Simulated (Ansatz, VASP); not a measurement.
## GaN in VASP and in Ansatz

File POSCAR:

```
GaN
1.0
    3.1800000000      0.0000000000      0.0000000000
   -1.5900000000      2.7539607840      0.0000000000
    0.0000000000      0.0000000000      5.1660000000
Ga N
2 2
Direct
    0.6666666667      0.3333333333      0.5000000000
    0.3333333333      0.6666666667      0.0000000000
    0.6666666667      0.3333333333      0.8750000000
    0.3333333333      0.6666666667      0.3750000000
```

The input INCAR.step1:

```
SYSTEM = GaN
PREC = Accurate
ENCUT = 520
EDIFF = 1E-5
ISMEAR = -1
SIGMA = 0.05
LREAL = .False.
LASPH = .True.
NELM = 80
ALGO = Normal
ISIF = 2
LWAVE = .True.
GGA = PE
NBANDS = 26
```

Contents of INCAR.step2:

```
SYSTEM = GaN
PREC = Accurate
ENCUT = 520
EDIFF = 1E-7
ISMEAR = -1
SIGMA = 0.05
LREAL = .False.
LASPH = .True.
NELM = 80
ALGO = Normal
ISIF = 2
LWAVE = .False.
LCHARG = .True.
GGA = B5
LHFCALC = .True.
AEXX = 0.5
ALDAX = 0.5
AGGAX = 0.5
AGGAC = 1.0
ALDAC = 0.0
PRECFOCK = Normal
LELF = .True.
LVHAR = .True.
ISTART = 1
NBANDS = 26
```

File KPOINTS:

```
regular mesh
0
Gamma
  6 6 3
  0 0 0
```

File input.yaml:

```yaml
crystal:
  lattice:
    - [3.18, 0.0, 0.0]
    - [-1.59, 2.753960784, 0.0]
    - [0.0, 0.0, 5.166]
  atoms:
    - { symbol: Ga, position: [0.6666666667, 0.3333333333, 0.5] }
    - { symbol: Ga, position: [0.3333333333, 0.6666666667, 0.0] }
    - { symbol: "N", position: [0.6666666667, 0.3333333333, 0.875] }
    - { symbol: "N", position: [0.3333333333, 0.6666666667, 0.375] }
hamiltonian:
  xc: { name: BHLYP }
  pseudopotentials: { kind: paw }
kpoints:
  mp_grid: { grid: [6, 6, 3] }
  band_path:
    path:
      - [[0.0, 0.0, 0.0], [0.5, 0.0, 0.0], [0.3333333333, 0.3333333333, 0.0], [0.0, 0.0, 0.0], [0.0, 0.0, 0.5], [0.5, 0.0, 0.5], [0.3333333333, 0.3333333333, 0.5], [0.0, 0.0, 0.5]]
      - [[0.5, 0.0, 0.5], [0.5, 0.0, 0.0]]
      - [[0.3333333333, 0.3333333333, 0.0], [0.3333333333, 0.3333333333, 0.5]]
    npoints: 4
scf:
  occupations: { method: fermi_dirac, width: 0.05 }
  n_extra_bands: 10
output:
  forces: true
  stress: true
  eigenvalues: true
  fatbands: false
```

Alike in both runs: functional BHLYP; k mesh 6 × 6 × 3; occupations fermi-dirac, width 0.05 eV; no spin polarisation.

|  | VASP | Ansatz |
| --- | --- | --- |
| version | VASP 6.6.1 | Ansatz 0.2.0 |
| potentials or method | VASP PAW PBE potentials, release 64 (Ga_d, N) | Ansatz PAW |
| plane-wave cutoff (eV) | 520 | 420 |
| valence electrons in the cell | 36 | 36 |
| task | single point | band structure |

|  | VASP | Ansatz | Ansatz less VASP |
| --- | --- | --- | --- |
| gap on the k mesh at the Fermi level (eV) | 6.23 | 6.19 | -0.039 |
| least direct gap on the mesh (eV) | 6.23 | 6.19 | -0.039 |
| pressure (GPa) | 1.6 | 0.2 | -1.35 |
| traceless stress, the component that is largest in VASP (GPa) | 1.12 | 1.05 | -0.070 |
| rms of the force components (eV/Å) | 0.098 | 0.097 | -0.0009 |

VASP's potentials were made for PBE, not for BHLYP. Atom by atom the forces differ by 0.001 eV/Å (rms over components).
